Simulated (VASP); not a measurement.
Wanted: the native input for a VASP 6.6.1 run.

```
Task                   : single point
Functional             : r2SCAN
Potentials or basis    : VASP PAW PBE potentials, release 64 (Zn, S)
Cutoff                 : 520 eV
k mesh                 : 8 × 8 × 8
Occupations            : gaussian, width 0.05 eV
Spin                   : no spin polarisation
Dipole correction      : no
Further INCAR settings : ALGO = Normal; EDIFF = 1e-07; NBANDS = 16
```

Crystal: ZnS.

```
Zn S
1.0
     0.00000    2.69451    3.04803
     2.69451    0.00000    3.04803
     2.69451    2.69451    0.00000
Zn S
1 1
Direct
  0.00000 0.00000 0.00000
  0.75000 0.75000 0.75000
```

This cell differs from its parent crystal: strain +0.1312 x Voigt [0, 0, 1, 0, 0, 0].

The input as run:

POSCAR

```
ZnS
1.0
    0.0000000000      2.6945131942      3.0480333253
    2.6945131942      0.0000000000      3.0480333253
    2.6945131942      2.6945131942      0.0000000000
Zn S
1 1
Direct
    0.0000000000      0.0000000000      0.0000000000
    0.7500000000      0.7500000000      0.7500000000
```

INCAR.step1

```
SYSTEM = ZnS
PREC     = Accurate       ! precision mode
ENCUT    = 520            ! plane-wave cutoff, eV
ISMEAR   = 0              ! smearing method
SIGMA    = 0.05           ! smearing width, eV
LREAL    = .False.        ! projectors in reciprocal space
LASPH    = .True.         ! aspherical terms in the spheres
NELM     = 100            ! most SCF steps
NBANDS   = 16             ! bands
GGA      = PE             ! functional
ALGO     = Normal         ! electronic algorithm
EDIFF    = 1E-4           ! SCF threshold, eV
LWAVE    = .True.         ! write WAVECAR
LCHARG   = .False.        ! write CHGCAR
```

INCAR.step2

```
SYSTEM = ZnS
PREC     = Accurate       ! precision mode
ENCUT    = 520            ! plane-wave cutoff, eV
EDIFF    = 1E-7           ! SCF threshold, eV
ISMEAR   = 0              ! smearing method
SIGMA    = 0.05           ! smearing width, eV
LREAL    = .False.        ! projectors in reciprocal space
LASPH    = .True.         ! aspherical terms in the spheres
NELM     = 100            ! most SCF steps
ALGO     = Normal         ! electronic algorithm
ISIF     = 2              ! what is computed and relaxed
LWAVE    = .False.        ! write WAVECAR
LCHARG   = .False.        ! write CHGCAR
METAGGA  = R2SCAN         ! meta-GGA
LMIXTAU  = .True.       
NBANDS   = 16             ! bands
ISTART   = 1
```

KPOINTS

```
regular mesh
0
Gamma
  8 8 8
  0 0 0
```

Potentials or basis: VASP PAW PBE potentials, release 64 (Zn, S).

Run with:

```sh
$ cat potpaw_PBE.64/Zn/POTCAR potpaw_PBE.64/S/POTCAR > POTCAR
$ cp INCAR.step1 INCAR
$ mpirun -np 1 vasp_std > vasp.out
$ cp INCAR.step2 INCAR
$ mpirun -np 1 vasp_std > vasp.out
```

It gave:

```
Pressure               : -7.6 GPa
Band gap on the k mesh : 1.91 eV, direct
```

Caveat: the cell differs from its parent crystal (strain +0.1312 x Voigt [0, 0, 1, 0, 0, 0]); the PAW data sets were made with another functional, which shifts forces and pressure a little.

Wall time 91 s on 1 thread of Intel(R) Xeon(R) 6975P-C (Granite Rapids) (shared host), peak memory 0.18 GiB.
